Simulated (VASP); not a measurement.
Here is a VASP 6.6.1 calculation.

Contents of POSCAR:

```
AlN
1.0
    3.1100000000      0.0000000000      0.0000000000
   -1.5550000000      2.6933390058      0.0000000000
    0.0000000000      0.0000000000      4.9800000000
Al N
2 2
Direct
    0.3333333333      0.6666666667      0.0000000000
    0.6666666667      0.3333333333      0.5000000000
    0.3333333333      0.6666666667      0.3820000000
    0.6666666667      0.3333333333      0.8820000000
```

The input INCAR.step1:

```
SYSTEM = AlN
PREC     = Accurate       ! precision mode
ENCUT    = 600            ! plane-wave cutoff, eV
EDIFF    = 1E-5           ! SCF threshold, eV
ISMEAR   = 0              ! smearing method
SIGMA    = 0.01           ! smearing width, eV
LREAL    = .False.        ! projectors in reciprocal space
LASPH    = .True.         ! aspherical terms in the spheres
NELM     = 60             ! most SCF steps
ALGO     = Normal         ! electronic algorithm
LWAVE    = .True.         ! write WAVECAR
LCHARG   = .False.        ! write CHGCAR
GGA      = PE             ! functional
NBANDS   = 16             ! bands
KPAR     = 4
```

INCAR.step2

```
SYSTEM = AlN
PREC     = Accurate       ! precision mode
ENCUT    = 600            ! plane-wave cutoff, eV
EDIFF    = 1E-6           ! SCF threshold, eV
ISMEAR   = 0              ! smearing method
SIGMA    = 0.01           ! smearing width, eV
LREAL    = .False.        ! projectors in reciprocal space
LASPH    = .True.         ! aspherical terms in the spheres
NELM     = 60             ! most SCF steps
ALGO     = Normal         ! electronic algorithm
ISIF     = 3              ! what is computed and relaxed
LWAVE    = .False.        ! write WAVECAR
LCHARG   = .False.        ! write CHGCAR
GGA      = PE             ! functional
LHFCALC  = .True.         ! exact exchange
HFSCREEN = 0.2079         ! screening, 1/A
PRECFOCK = Normal       
IBRION   = 2              ! ionic algorithm
NSW      = 80             ! ionic steps
EDIFFG   = -0.001         ! ionic threshold
ISTART   = 1            
KPAR     = 4
```

The input KPOINTS:

```
Automatic mesh
0
Gamma
  6 6 4
  0 0 0
```

Potentials or basis: VASP PAW PBE potentials, release 64 (Al, N).

Launch:

```bash
$ cat potpaw_PBE.64/Al/POTCAR potpaw_PBE.64/N/POTCAR > POTCAR
$ cp INCAR.step1 INCAR
$ mpirun -np 4 vasp_std > vasp.out
$ cp INCAR.step2 INCAR
$ mpirun -np 4 vasp_std > vasp.out
```

Predict the band gap on the k mesh.

5.62 eV.

What does it give for the relaxed volume?

10.36 Å³/atom.

Estimate the space group after relaxing (to 0.1 Å).

P6_3mc (No. 186).

The path:
```tsv
step	energy change (eV)	largest force (eV/Å)	pressure (GPa)	volume (Å³)
1	0.0000	0.0108	-1.35	41.71
2	0.0000	0.0107	1.35	41.19
3	-0.0011	0.0001	0.01	41.45
4	-0.0011	0.0003	-0.01	41.46
5	-0.0011	0.0011	-0.03	41.46
6	-0.0011	0.0050	-0.03	41.46
7	-0.0011	0.0041	-0.03	41.46
8	-0.0011	0.0024	-0.03	41.46
9	-0.0011	0.0019	-0.03	41.46
10	-0.0011	0.0016	-0.03	41.46
11	-0.0011	0.0008	-0.03	41.45
12	-0.0011	0.0016	0.04	41.44
13	-0.0011	0.0005	0.04	41.45
14	-0.0011	0.0002	0.00	41.45
```

Caveat: the PAW data sets were made with another functional, which shifts forces and pressure a little.
